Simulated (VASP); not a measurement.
# MoS2 (P-3m1) in VASP: single point with LDA

Aim: the single point of MoS2 with LDA.

All numbers are computed with VASP 6.6.1; they aren't measurements. Logs are shortened: lines on timing, memory, paths and dates and some standing lists are left out, and cuts for length are marked.

## 1. The cell of the first run

The typed cell holds 6 atoms: a = 3.122 Å, b = 3.122 Å, c = 12.077 Å, α = 90.00°, β = 90.00°, γ = 120.00°.

## 2. Single point, LDA

INCAR reads:

```
PREC     = Accurate       # precision mode
ENCUT    = 520            # plane-wave cutoff, eV
EDIFF    = 1E-6           # SCF threshold, eV
ISMEAR   = 0              # smearing method
SIGMA    = 0.02           # smearing width, eV
LREAL    = F              # projectors in reciprocal space
LASPH    = T              # aspherical terms in the spheres
NELM     = 100            # most SCF steps
ALGO     = Normal         # electronic algorithm
ISIF     = 2              # what is computed and relaxed
LWAVE    = F              # write WAVECAR
LCHARG   = T              # write CHGCAR
GGA      = CA             # functional
LELF     = T              # ELF
LVHAR    = T            
NBANDS   = 35             # bands
```

KPOINTS reads:

```
Automatic mesh
0
Gamma
  12 12 4
```

POSCAR reads:

```
MoS2
1.0
    3.1222247673      0.0000000000      0.0000000000
   -1.5611123837      2.7039259648      0.0000000000
    0.0000000000      0.0000000000     12.0770534761
Mo S
2 4
Direct
    0.6666666667      0.3333333333      0.2499663082
    0.3333333333      0.6666666667      0.7500336918
    0.3333333333      0.6666666667      0.3786496752
    0.6666666667      0.3333333333      0.8787167535
    0.3333333333      0.6666666667      0.1212832465
    0.6666666667      0.3333333333      0.6213503248
```

Potentials or basis: VASP PAW LDA potentials, release 64 (Mo_sv, S).

Command:

```
cat potpaw_LDA.64/Mo_sv/POTCAR potpaw_LDA.64/S/POTCAR > POTCAR
mpirun -np 1 vasp_std > vasp.out
```

OUTCAR:

```text
PREC = Accurate
   ENCUT = 520
   EDIFF = 1E-6
   ISMEAR = 0
   LREAL = F
   LASPH = T
   NELM = 100
   ISIF = 2
   GGA = CA

 ion  position               nearest neighbor table
   1  0.667  0.333  0.250-   5 2.38   5 2.38   5 2.38   3 2.38   3 2.38   3 2.38
   2  0.333  0.667  0.750-   4 2.38   4 2.38   4 2.38   6 2.38   6 2.38   6 2.38
   3  0.333  0.667  0.379-   1 2.38   1 2.38   1 2.38
   4  0.667  0.333  0.879-   2 2.38   2 2.38   2 2.38
   5  0.333  0.667  0.121-   1 2.38   1 2.38   1 2.38
   6  0.667  0.333  0.621-   2 2.38   2 2.38   2 2.38

  LATTYP: Found a hexagonal cell.
 ALAT       =     3.1222247673
 C/A-ratio  =     3.8680922663

  Lattice vectors:

 A1 = (   3.1222247673,   0.0000000000,   0.0000000000)
 A2 = (  -1.5611123837,   2.7039259648,   0.0000000000)
 A3 = (   0.0000000000,   0.0000000000,  12.0770534761)

Analysis of symmetry for initial positions (statically):
=====================================================================
 Subroutine PRICEL returns:
 Original cell was already a primitive cell.

 Routine SETGRP: Setting up the symmetry group for a
 hexagonal supercell.

 Subroutine GETGRP returns: Found 12 space group operations
 (whereof 12 operations were pure point group operations)
 out of a pool of 24 trial point group operations.

The static configuration has the point symmetry D_3d.

Analysis of symmetry for dynamics (positions and initial velocities):
=====================================================================
 Subroutine PRICEL returns:
 Original cell was already a primitive cell.

 Routine SETGRP: Setting up the symmetry group for a
 hexagonal supercell.

 Subroutine GETGRP returns: Found 12 space group operations
 (whereof 12 operations were pure point group operations)
 out of a pool of 24 trial point group operations.

The dynamic configuration has the point symmetry D_3d.

 Subroutine INISYM returns: Found 12 space group operations
 (whereof 12 operations are pure point group operations),
 and found     1 'primitive' translations

----------------------------------------------------------------------------------------

                                     Primitive cell

  volume of cell :     101.9577

  direct lattice vectors                    reciprocal lattice vectors
     3.122224767  0.000000000  0.000000000     0.320284436  0.184916306  0.000000000
    -1.561112384  2.703925965  0.000000000     0.000000000  0.369832611  0.000000000
     0.000000000  0.000000000 12.077053476     0.000000000  0.000000000  0.082801654

  length of vectors
     3.122224767  3.122224767 12.077053476     0.369832611  0.369832611  0.082801654

  position of ions in fractional coordinates (direct lattice)
     0.666666667  0.333333333  0.249966308
     0.333333333  0.666666667  0.750033692
     0.333333333  0.666666667  0.378649675
     0.666666667  0.333333333  0.878716754
     0.333333333  0.666666667  0.121283246
     0.666666667  0.333333333  0.621350325

  ion indices of the primitive-cell ions
   primitive index   ion index
                 1           1
                 2           2
                 3           3
                 4           4
                 5           5
                 6           6

----------------------------------------------------------------------------------------

 KPOINTS: Automatic mesh

Automatic generation of k-mesh.
 Grid dimensions read from file:
 generate k-points for:   12   12    4

 Generating k-lattice:

  Cartesian coordinates                     Fractional coordinates (reciprocal lattice)
     0.026690370  0.015409692  0.000000000     0.083333333  0.000000000  0.000000000
     0.000000000  0.030819384  0.000000000     0.000000000  0.083333333  0.000000000
     0.000000000  0.000000000  0.020700413     0.000000000  0.000000000  0.250000000

  Length of vectors
     0.030819384  0.030819384  0.020700413

  Shift w.r.t. Gamma in fractional coordinates (k-lattice)
     0.000000000  0.000000000  0.000000000

 Subroutine IBZKPT returns following result:
 ===========================================

 Found     69 irreducible k-points:

 Following reciprocal coordinates:
            Coordinates               Weight
  0.000000  0.000000  0.000000      1.000000
  0.083333 -0.000000  0.000000      6.000000
  0.166667  0.000000  0.000000      6.000000
  0.250000  0.000000  0.000000      6.000000
  0.333333 -0.000000  0.000000      6.000000
  0.416667 -0.000000  0.000000      6.000000
[... 16 lines left out ...]
  0.166667  0.000000  0.250000      6.000000
  0.000000  0.166667  0.250000      6.000000
 [... further k-points ...]
   k-points           NKPTS =     69   k-points in BZ     NKDIM =     69   number of bands    NBANDS=     35
   number of dos      NEDOS =    301   number of ions     NIONS =      6
   total plane-waves  NPLWV =  51840
   dimension x,y,z NGX =    24 NGY =   24 NGZ =   90
   dimension x,y,z NGXF=    48 NGYF=   48 NGZF=  180
   ions per type =               2   4
   NGX,Y,Z   is equivalent  to a cutoff of  12.78, 12.78, 12.39 a.u.
   NGXF,Y,Z  is equivalent  to a cutoff of  25.56, 25.56, 24.78 a.u.
 SYSTEM =  unknown system
   PREC   = accura    normal or accurate (medium, high low for compatibility)
   ISTART =      0    job   : 0-new  1-cont  2-samecut
   ICHARG =      2    charge: 1-file 2-atom 10-const
   ISPIN  =      1    spin polarized calculation?
   LNONCOLLINEAR =      F non collinear calculations
   LSORBIT =      F    spin-orbit coupling
   LASPH  =      T    aspherical Exc in radial PAW
   ENCUT  =  520.0 eV  38.22 Ry    6.18 a.u.   5.81  5.81 22.46*2*pi/ulx,y,z
   NELM   =    100;   NELMIN=  2; NELMDL= -5     # of ELM steps
   EDIFF  = 0.1E-05   stopping-criterion for ELM
   LREAL  =      F    real-space projection
   EDIFFG = 0.1E-04   stopping-criterion for IOM
   NSW    =      0    number of steps for IOM
   IBRION =     -1    ionic relax: 0-MD 1-quasi-New 2-CG
   NFREE  =      0    steps in history (QN), initial steepest desc. (CG)
   ISIF   =      2    stress and relaxation
   ISYM   =      2    0-nonsym 1-usesym 2-fastsym
   POTIM  = 0.5000    time-step for ionic-motion
   TEBEG  =    0.0;   TEEND  =   0.0 temperature during run
   PSTRESS=    0.0 pullay stress
   NELECT =      52.0000    total number of electrons
   NUPDOWN=      -1.0000    fix difference up-down
   EMIN   =  10.00;   EMAX   =-10.00  energy-range for DOS
   EFERMI =   0.00;   METHOD = LEGACY
   ISMEAR =     0;   SIGMA  =   0.02  broadening in eV -4-tet -1-fermi 0-gaus
   EFERMI_NEDOS =   21; number of points for ismear=-14 and -15
   IALGO  =     38    algorithm
   IMIX   =      4    mixing-type and parameters
     AMIX     =   0.40;   BMIX     =  1.00
     AMIX_MAG =   1.60;   BMIX_MAG =  1.00
  volume/ion in A,a.u.               =      16.99       114.67
  Fermi-wavevector in a.u.,A,eV,Ry     =   1.307985  2.471732 23.277170  1.710824
  Thomas-Fermi vector in A             =   2.438682
   LORBIT       =      0    0 simple, 1 ext, 2 COOP (PROOUT), +10 PAW based schemes
   GGA     = CA    functional components
   LHFCALC =     F    Hartree Fock is set to
   AEXX    =    0.0000 exact exchange contribution
   IVDW    =     0    specifies the selected vdW correction
   LEPSILON=     F    determine dielectric tensor
   LRPA    =     F    only Hartree local field effects (RPA)
 non-spin polarized calculation
 Gauss-broadening in eV      SIGMA  =   0.02
  energy-cutoff  :      520.00
  volume of cell :      101.96
 maximum number of plane-waves:      2775
   NGX = 11   NGY = 11   NGZ = 45

 number of electron      52.0000005 magnetization

 Free energy of the ion-electron system (eV)
  ---------------------------------------------------
  ext. energy  EPLUGINS =         0.00000000
  ---------------------------------------------------
  free energy    TOTEN  =       -48.95828718 eV

  energy without entropy =      -48.95828718  energy(sigma->0) =      -48.95828718

 E-fermi :   8.2452     XC(G=0): -11.3795

 val. band max:        8.0619094107   @ k =   0.0000   0.0000   0.0000
 cond. band min:       8.8013954716   @ k =   0.1667   0.1667   0.0000
 fundamental gap:      0.7394860609
 Fermi energy:         8.2452383739

 k-point     1 :       0.0000    0.0000    0.0000
  band No.  band energies     occupation
      1     -53.1157      2.00000
      2     -53.1157      2.00000
      3     -27.5092      2.00000
      4     -27.5091      2.00000
      5     -27.2178      2.00000
      6     -27.2178      2.00000
[... 27 lines left out ...]
     34      10.6078      0.00000
     35      13.7431      0.00000

 k-point     2 :       0.0833   -0.0000    0.0000
  band No.  band energies     occupation
      1     -53.1123      2.00000
      2     -53.1123      2.00000
      3     -27.5029      2.00000
      4     -27.5027      2.00000
      5     -27.2501      2.00000
      6     -27.2501      2.00000
[... 27 lines left out ...]
     34      10.4940      0.00000
     35      14.2235      0.00000

 k-point     3 :       0.1667    0.0000    0.0000
  band No.  band energies     occupation
      1     -53.1031      2.00000
      2     -53.1031      2.00000
      3     -27.4854      2.00000
      4     -27.4853      2.00000
      5     -27.3373      2.00000
      6     -27.3373      2.00000
[... 27 lines left out ...]
     34      10.9378      0.00000
     35      15.2689      0.00000
[... 723 lines left out ...]
 k-point    23 :       0.1667    0.0000    0.2500
  band No.  band energies     occupation
      1     -53.1031      2.00000
      2     -53.1031      2.00000
      3     -27.4854      2.00000
      4     -27.4853      2.00000
      5     -27.3373      2.00000
      6     -27.3373      2.00000
[... 27 lines left out ...]
     34      10.9197      0.00000
     35      15.2938      0.00000

 k-point    24 :       0.0000    0.1667    0.2500
  band No.  band energies     occupation
      1     -53.1031      2.00000
      2     -53.1031      2.00000
      3     -27.4854      2.00000
      4     -27.4853      2.00000
      5     -27.3373      2.00000
      6     -27.3373      2.00000
[... 27 lines left out ...]
     34      10.9197      0.00000
     35      15.3490      0.00000

 [... further k-points ...]

------------------------ aborting loop because EDIFF is reached ----------------------------------------

  FORCE on cell =-STRESS in cart. coord.  units (eV):
  Direction    XX          YY          ZZ          XY          YZ          ZX
  --------------------------------------------------------------------------------------
  -------------------------------------------------------------------------------------
  Total        0.0796868      0.0796868      0.0495238     -0.0000000      0.0000000     -0.0000000
  in kB        1.2522089      1.2522089      0.7782241     -0.0000000      0.0000000     -0.0000000
  external PRESSURE =       1.0942140 kB  Pullay stress =       0.0000000 kB

 VOLUME and BASIS-vectors are now :
 -----------------------------------------------------------------------------
  energy-cutoff  :      520.00
  volume of cell :      101.96
      direct lattice vectors                 reciprocal lattice vectors
     3.122224767  0.000000000  0.000000000     0.320284436  0.184916306  0.000000000
    -1.561112384  2.703925965  0.000000000     0.000000000  0.369832611  0.000000000
     0.000000000  0.000000000 12.077053476     0.000000000  0.000000000  0.082801654

 POSITION                                       TOTAL-FORCE (eV/Angst)
 -----------------------------------------------------------------------------------
      1.56111      0.90131      3.01886        -0.000000      0.000000      0.000336
     -0.00000      1.80262      9.05820         0.000000     -0.000000     -0.000336
     -0.00000      1.80262      4.57297        -0.000000      0.000000      0.017364
      1.56111      0.90131     10.61231         0.000000     -0.000000      0.016939
     -0.00000      1.80262      1.46474        -0.000000      0.000000     -0.016939
      1.56111      0.90131      7.50408         0.000000     -0.000000     -0.017364
 -----------------------------------------------------------------------------------
    total drift:                                0.000000     -0.000000      0.000000

  FREE ENERGIE OF THE ION-ELECTRON SYSTEM (eV)
  ---------------------------------------------------
  free  energy   TOTEN  =       -48.9582871843 eV

  energy  without entropy=      -48.9582871843  energy(sigma->0) =      -48.95828718
```

Wall time 2.3 min (1 thread of Intel Xeon Platinum 8488C (Sapphire Rapids), shared host); peak memory 0.31 GiB.

What came out:

| Item | Value |
| --- | --- |
| Free energy | -48.9583 eV |
| Pressure | 0.1 GPa |
| Largest force | 0.017 eV/Å |
| Band gap on the k mesh | 0.74 eV (least direct gap 1.77 eV) |

Forces in eV/Å, atoms in the order of the input:
```
Mo   0.000  0.000  0.000
Mo   0.000  0.000  0.000
S    0.000  0.000  0.017
S    0.000  0.000  0.017
S    0.000  0.000 -0.017
S    0.000  0.000 -0.017
```

Levels at points of the mesh, in eV from the valence-band top:
| k point | band 22 | band 23 | band 24 | band 25 | band 26 | band 27 | band 28 | band 29 | band 30 | band 31 |
| --- | --- | --- | --- | --- | --- | --- | --- | --- | --- | --- |
| (0.00, 0.00, 0.00) | -2.20 | -2.20 | -1.40 | -1.14 | 0.00 | 2.14 | 2.14 | 2.17 | 2.17 | 2.33 |
| (0.50, 0.00, 0.00) | -2.59 | -1.76 | -1.53 | -1.51 | -1.39 | 1.67 | 1.72 | 2.02 | 2.37 | 2.81 |
| (0.00, 0.00, 0.50) | -2.23 | -2.23 | -2.23 | -0.29 | -0.29 | 2.15 | 2.15 | 2.15 | 2.15 | 2.45 |
| (0.50, 0.00, 0.50) | -2.77 | -1.64 | -1.64 | -1.45 | -1.45 | 1.69 | 1.69 | 2.21 | 2.21 | 3.21 |

A k mesh can miss the band edges.
